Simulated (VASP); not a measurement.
A run of VASP 6.6.1 is set up as follows.

File INCAR:

```
SYSTEM = AlN
PREC = Accurate
ENCUT = 520
EDIFF = 1E-6
ISMEAR = 0
SIGMA = 0.01
LREAL = .FALSE.
LASPH = .TRUE.
NELM = 60
ALGO = Normal
ISIF = 2
LWAVE = .FALSE.
LCHARG = .TRUE.
GGA = PE
LELF = .TRUE.
LVHAR = .TRUE.
NBANDS = 11
```

The input KPOINTS:

```
Automatic mesh
0
G
  8 8 8
  0 0 0
```

Contents of POSCAR:

```
AlN
1.0
    0.0000000000      2.0554039591      2.0554039591
    2.0554039591      0.0000000000      2.0554039591
    2.0554039591      2.0554039591      0.0000000000
Al N
1 1
Direct
    0.0000000000      0.0000000000      0.0000000000
    0.5000000000      0.5000000000      0.5000000000
```

Potentials or basis: VASP PAW PBE potentials, release 64 (Al, N).

Launch:

```console
$ cat potpaw_PBE.64/Al/POTCAR potpaw_PBE.64/N/POTCAR > POTCAR
$ mpirun -np 1 vasp_std > vasp.out
```

**Question.** Predict the band gap on the k mesh.

**Answer.** 4.14 eV, indirect (least direct gap 4.98 eV).

**Question.** Estimate the pressure.

**Answer.** -7.3 GPa.

 A k mesh can miss the band edges.
